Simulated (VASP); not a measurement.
# W3C4 in VASP: further runs

Runs on W3C4. Level: PBEsol. Tasks: single point.

Everything below comes from runs of VASP 6.6.1. Logs are shortened: lines on timing, memory, paths and dates and some standing lists are left out, and cuts for length are marked.

**1. The cell of the first run**

The cell holds a slab with vacuum, 7 atoms: a = 2.898 Å, b = 2.898 Å, c = 26.069 Å, α = 90.00°, β = 90.00°, γ = 120.00°.

**2. Single point, PBEsol**

The input, INCAR:

```
PREC = Accurate ; ENCUT = 520
EDIFF = 1E-6 ; ISMEAR = 0
SIGMA = 0.1 ; LREAL = False
LASPH = True ; NELM = 100
ALGO = Normal ; ISIF = 2
LWAVE = False ; LCHARG = False
LDIPOL = True ; IDIPOL = 3
DIPOL = 0.5 0.5 0.492 ; GGA = PS
NBANDS = 38
```

The input, KPOINTS:

```
regular mesh
0
Gamma
  12 12 1
```

The input, POSCAR:

```
W3C4
1.0
    2.8984136650      0.0000000000      0.0000000000
   -1.4492068325      2.5100998646      0.0000000000
    0.0000000000      0.0000000000     26.0690297691
C W
4 3
Direct
    0.6666666667      0.3333333333      0.3260573974
    0.6666666667      0.3333333333      0.4345237244
    0.6666666667      0.3333333333      0.5441276865
    0.0000000000      0.0000000000      0.6740761061
    0.0000000000      0.0000000000      0.3802905609
    0.0000000000      0.0000000000      0.4883313698
    0.0000000000      0.0000000000      0.5982724895
```

Potentials or basis: VASP PAW PBE potentials, release 64 (C, W_sv).

Command:

```
$ cat potpaw_PBE.64/C/POTCAR potpaw_PBE.64/W_sv/POTCAR > POTCAR
$ mpirun -np 1 vasp_std > vasp.out
```

OUTCAR:

```text
PREC = Accurate
   ENCUT = 520
   EDIFF = 1E-6
   ISMEAR = 0
   LREAL = False
   LASPH = True
   NELM = 100
   ISIF = 2
   GGA = PS

 ion  position               nearest neighbor table
   1  0.667  0.333  0.326-   5 2.19   5 2.19   5 2.19
   2  0.667  0.333  0.435-   6 2.18   6 2.18   6 2.18   5 2.19   5 2.19   5 2.19
   3  0.667  0.333  0.544-   7 2.19   7 2.19   7 2.19   6 2.22   6 2.22   6 2.22
   4  0.000  0.000  0.674-   7 1.98
   5  0.000  0.000  0.380-   1 2.19   2 2.19   1 2.19   2 2.19   1 2.19   2 2.19   6 2.82
   6  0.000  0.000  0.488-   2 2.18   2 2.18   2 2.18   3 2.22   3 2.22   3 2.22   5 2.82   7 2.87

   7  0.000  0.000  0.598-   4 1.98   3 2.19   3 2.19   3 2.19   6 2.87

  LATTYP: Found a hexagonal cell.
 ALAT       =     2.8984136650
 C/A-ratio  =     8.9942405682

  Lattice vectors:

 A1 = (   2.8984136650,   0.0000000000,   0.0000000000)
 A2 = (  -1.4492068325,   2.5100998646,   0.0000000000)
 A3 = (   0.0000000000,   0.0000000000,  26.0690297691)

Analysis of symmetry for initial positions (statically):
=====================================================================
 Subroutine PRICEL returns:
 Original cell was already a primitive cell.

 Routine SETGRP: Setting up the symmetry group for a
 hexagonal supercell.

 Subroutine GETGRP returns: Found  6 space group operations
 (whereof  6 operations were pure point group operations)
 out of a pool of 24 trial point group operations.

The static configuration has the point symmetry C_3v.

Analysis of symmetry for dynamics (positions and initial velocities):
=====================================================================
 Subroutine PRICEL returns:
 Original cell was already a primitive cell.

 Routine SETGRP: Setting up the symmetry group for a
 hexagonal supercell.

 Subroutine GETGRP returns: Found  6 space group operations
 (whereof  6 operations were pure point group operations)
 out of a pool of 24 trial point group operations.

The dynamic configuration has the point symmetry C_3v.

 Subroutine INISYM returns: Found  6 space group operations
 (whereof  6 operations are pure point group operations),
 and found     1 'primitive' translations

----------------------------------------------------------------------------------------

                                     Primitive cell

  volume of cell :     189.6602

  direct lattice vectors                    reciprocal lattice vectors
     2.898413665  0.000000000  0.000000000     0.345016314  0.199195262  0.000000000
    -1.449206833  2.510099865  0.000000000     0.000000000  0.398390524  0.000000000
     0.000000000  0.000000000 26.069029769     0.000000000  0.000000000  0.038359694
[... 104 lines left out ...]
   EFERMI_NEDOS =   21; number of points for ismear=-14 and -15
   IALGO  =     38    algorithm
   IMIX   =      4    mixing-type and parameters
     AMIX     =   0.40;   BMIX     =  1.00
     AMIX_MAG =   1.60;   BMIX_MAG =  1.00
  volume/ion in A,a.u.               =      27.09       182.84
  Fermi-wavevector in a.u.,A,eV,Ry     =   1.102957  2.084287 16.551693  1.216515
  Thomas-Fermi vector in A             =   2.239408
   LORBIT       =      0    0 simple, 1 ext, 2 COOP (PROOUT), +10 PAW based schemes
   GGA     = PS    functional components
   LHFCALC =     F    Hartree Fock is set to
   AEXX    =    0.0000 exact exchange contribution
   IVDW    =     0    specifies the selected vdW correction
   LEPSILON=     F    determine dielectric tensor
   LRPA    =     F    only Hartree local field effects (RPA)
 non-spin polarized calculation
 Gauss-broadening in eV      SIGMA  =   0.10
  energy-cutoff  :      520.00
  volume of cell :      189.66
 maximum number of plane-waves:      5197
 NGX is ok and might be reduce to    24
   NGX = 11   NGY = 11   NGZ = 97

 dipolmoment           0.000000      0.000000     -0.004593 electrons x Angstroem

 number of electron      58.0000002 magnetization

 dipolmoment           0.000000      0.000000      0.044902 electrons x Angstroem

 Free energy of the ion-electron system (eV)
  ---------------------------------------------------
  ext. energy  EPLUGINS =         0.00000000
  ---------------------------------------------------
  free energy    TOTEN  =       -71.49026973 eV

  energy without entropy =      -71.46861314  energy(sigma->0) =      -71.47944143

 E-fermi :  -0.4491     XC(G=0):  -5.9510

 val. band max:       -0.4517125899   @ k =   0.2500   0.2500   0.0000
 cond. band min:      -0.3972869166   @ k =   0.4167   0.1667   0.0000
 fundamental gap:      0.0544256733
 Fermi energy:        -0.4491002642

 k-point     1 :       0.0000    0.0000    0.0000
  band No.  band energies     occupation
      1     -74.3562      2.00000
      2     -74.3378      2.00000
      3     -74.1157      2.00000
      4     -38.9308      2.00000
      5     -38.6124      2.00000
      6     -38.3201      2.00000
[... 768 lines left out ...]
     37       4.6094      0.00000
     38       4.7507      0.00000

------------------------ aborting loop because EDIFF is reached ----------------------------------------

 vacuum level on the upper side and lower side of the slab       (xc-potential included)         0.351        -0.726

  FORCE on cell =-STRESS in cart. coord.  units (eV):
  Direction    XX          YY          ZZ          XY          YZ          ZX
  --------------------------------------------------------------------------------------
  -------------------------------------------------------------------------------------
  Total       -2.0272385     -2.0272385     -4.8275990      0.0000000      0.0000000      0.0000000
  in kB      -17.1253394    -17.1253394    -40.7817195      0.0000000      0.0000000      0.0000000
  external PRESSURE =     -25.0107994 kB  Pullay stress =       0.0000000 kB

 VOLUME and BASIS-vectors are now :
 -----------------------------------------------------------------------------
  energy-cutoff  :      520.00
  volume of cell :      189.66
      direct lattice vectors                 reciprocal lattice vectors
     2.898413665  0.000000000  0.000000000     0.345016314  0.199195262  0.000000000
    -1.449206833  2.510099865  0.000000000     0.000000000  0.398390524  0.000000000
     0.000000000  0.000000000 26.069029769     0.000000000  0.000000000  0.038359694

 POSITION                                       TOTAL-FORCE (eV/Angst)
 -----------------------------------------------------------------------------------
      1.44921      0.83670      8.50000        -0.000000     -0.000000      4.741523
      1.44921      0.83670     11.32761        -0.000000     -0.000000      1.016185
      1.44921      0.83670     14.18488         0.000000      0.000000      0.001868
      0.00000      0.00000     17.57251        -0.000000     -0.000000      0.059967
      0.00000      0.00000      9.91381         0.000000      0.000000     -5.827088
      0.00000      0.00000     12.73033        -0.000000     -0.000000      0.010083
      0.00000      0.00000     15.59638         0.000000     -0.000000     -0.002538
 -----------------------------------------------------------------------------------
    total drift:                               -0.000000      0.000000      0.000240

  FREE ENERGIE OF THE ION-ELECTRON SYSTEM (eV)
  ---------------------------------------------------
  free  energy   TOTEN  =       -71.4902697293 eV

  energy  without entropy=      -71.4686131374  energy(sigma->0) =      -71.47944143

 vacuum level on the upper side and lower side of the slab         6.867         5.766
```

stdout:

```text
POSCAR found type information on POSCAR C W
 POSCAR found :  2 types and       7 ions
 scaLAPACK will be used
 -----------------------------------------------------------------------------
|                                                                             |
|                                                                             |
|     You enforced a specific xc type in the INCAR file but a different       |
|     I HOPE YOU KNOW WHAT YOU ARE DOING!                                     |
|                                                                             |
 -----------------------------------------------------------------------------

 LDA part: xc-table for (Slater+PW92), standard interpolation
 POSCAR, INCAR and KPOINTS ok, starting setup
 FFT: planning ... GRIDC
 FFT: planning ... GRID_SOFT
 FFT: planning ... GRID
 WAVECAR not read
 entering main loop
```

Wall time 2.3 min (1 thread of Intel Xeon 6975P-C (Granite Rapids), shared host); peak memory 0.37 GiB.

What came out:

- Free energy: -71.4903 eV
- Largest force: 5.827 eV/Å
- Band gap on the k mesh: zero (band 29 reaches -0.20 eV, above the bottom of band 30 at -0.46 eV)

Forces on the atoms (eV/Å):
```
C    0.000  0.000  4.742
C    0.000  0.000  1.016
C    0.000  0.000  0.002
C    0.000  0.000  0.060
W    0.000  0.000 -5.827
W    0.000  0.000  0.010
W    0.000  0.000 -0.003
```

Caveat: the PAW data sets were made with another functional, which shifts forces and pressure a little; spin-orbit coupling is left out, which moves the levels of the heavy elements.

**3. Single point, PBEsol**

The input, INCAR:

```
SYSTEM = W3C4
ALGO = Normal
DIPOL = 0.5 0.5 0.487
EDIFF = 1E-7
ENCUT = 520
GGA = PS
IDIPOL = 3
ISIF = 2
ISMEAR = 0
LASPH = .True.
LCHARG = .False.
LDIPOL = .True.
LREAL = .False.
LWAVE = .False.
NBANDS = 38
NELM = 60
PREC = Accurate
SIGMA = 0.1
```

The input, KPOINTS:

```
k-points
0
Gamma
  12 12 1
  0 0 0
```

The input, POSCAR:

```
W3C4
1.0
    2.8984136650      0.0000000000      0.0000000000
   -1.4492068325      2.5100998646      0.0000000000
    0.0000000000      0.0000000000     26.0690297691
C W
4 3
Direct
    0.6666666667      0.3333333333      0.3260573974
    0.6666666667      0.3333333333      0.4345237244
    0.6666666667      0.3333333333      0.5416127117
    0.3333333333      0.6666666667      0.6402400811
    0.0000000000      0.0000000000      0.3802905609
    0.0000000000      0.0000000000      0.4890862539
    0.0000000000      0.0000000000      0.5995187718
```

Potentials or basis: VASP PAW PBE potentials, release 64 (C, W_sv).

Command:

```
$ cat potpaw_PBE.64/C/POTCAR potpaw_PBE.64/W_sv/POTCAR > POTCAR
$ mpirun -np 1 vasp_std > vasp.out
```

Wall time 2.4 min (1 thread of Intel Xeon 6975P-C (Granite Rapids), shared host); peak memory 0.38 GiB.

It converged, with:

- Free energy: -74.7126 eV
- Largest force: 5.377 eV/Å
- Band gap on the k mesh: zero (band 29 reaches 0.20 eV, above the bottom of band 30 at -0.26 eV)

Forces on the atoms (eV/Å):
```
C    0.000  0.000  4.513
C    0.000  0.000  0.788
C    0.000  0.000  0.016
C    0.000  0.000  0.092
W    0.000  0.000 -5.377
W    0.000  0.000  0.001
W    0.000  0.000 -0.033
```

Levels at points of the mesh, in eV from the Fermi level:
| k point | band 27 | band 28 | band 29 | band 30 | band 31 | band 32 |
| --- | --- | --- | --- | --- | --- | --- |
| (0.00, 0.00, 0.00) | -1.14 | -0.37 | 0.20 | 0.59 | 0.59 | 1.56 |
| (0.50, 0.00, 0.00) | -1.24 | -0.86 | 0.21 | 0.69 | 1.47 | 3.53 |

Caveat: the PAW data sets were made with another functional, which shifts forces and pressure a little; spin-orbit coupling is left out, which moves the levels of the heavy elements.

**4. Single point, PBEsol**

The input, INCAR:

```
  PREC = Accurate
  ENCUT = 520
  EDIFF = 1E-6
  ISMEAR = 0
  SIGMA = 0.1
  LREAL = False
  LASPH = True
  NELM = 100
  ALGO = Normal
  ISIF = 2
  LWAVE = False
  LCHARG = True
  LDIPOL = True
  IDIPOL = 3
  DIPOL = 0.5 0.5 0.488
  GGA = PS
  LELF = True
  LVHAR = True
  LVACPOTAV = True
  NBANDS = 38
```

The input, KPOINTS:

```
regular mesh
0
Gamma
  12 12 1
```

The input, POSCAR:

```
W3C4
1.0
    2.8984136650      0.0000000000      0.0000000000
   -1.4492068325      2.5100998646      0.0000000000
    0.0000000000      0.0000000000     26.0690297691
C W
4 3
Direct
    0.6666666667      0.3333333333      0.3260573974
    0.6666666667      0.3333333333      0.4345237244
    0.6665221673      0.3330443345      0.5421973927
    0.6664272211      1.3328544423      0.6424011486
    0.0000000000      0.0000000000      0.3802905609
   -0.0000885538     -0.0001771076      0.4892666288
   -0.0002127323     -0.0004254646      0.6002194756
```

Command:

```
$ cat potpaw_PBE.64/C/POTCAR potpaw_PBE.64/W_sv/POTCAR > POTCAR
$ mpirun -np 1 vasp_std > vasp.out
```

It took 4.6 min on 1 thread of Intel Xeon 6975P-C (Granite Rapids), shared host; peak memory 0.46 GiB.

It converged, with:

```yaml
Free_energy: -74.7820 eV
Largest_force: 5.207 eV/Å
Band_gap_on_the_k_mesh: zero (band 29 reaches 0.28 eV, above the bottom of band 30 at -0.47 eV)
```

Forces on the atoms (eV/Å):
```
C    0.000  0.000  4.417
C    0.000 -0.003  0.717
C    0.000  0.001 -0.006
C    0.000  0.002  0.123
W    0.000  0.000 -5.207
W    0.000  0.000  0.008
W    0.000  0.001 -0.051
```

Levels at points of the mesh, in eV from the Fermi level:
```
           k point  band 25  band 26  band 27  band 28  band 29  band 30  band 31  band 32  band 33  band 34
(0.00, 0.00, 0.00)    -2.04    -1.19    -1.19    -0.05     0.46     0.52     0.52     2.08     2.08     2.11
(0.50, 0.00, 0.00)    -2.80    -2.05    -1.10    -0.62     0.24     0.73     1.60     3.66     4.30     4.30
(0.00, 0.50, 0.00)    -2.80    -2.05    -1.10    -0.62     0.24     0.73     1.60     3.66     4.30     4.30
```

Caveat: the PAW data sets were made with another functional, which shifts forces and pressure a little; spin-orbit coupling is left out, which moves the levels of the heavy elements.
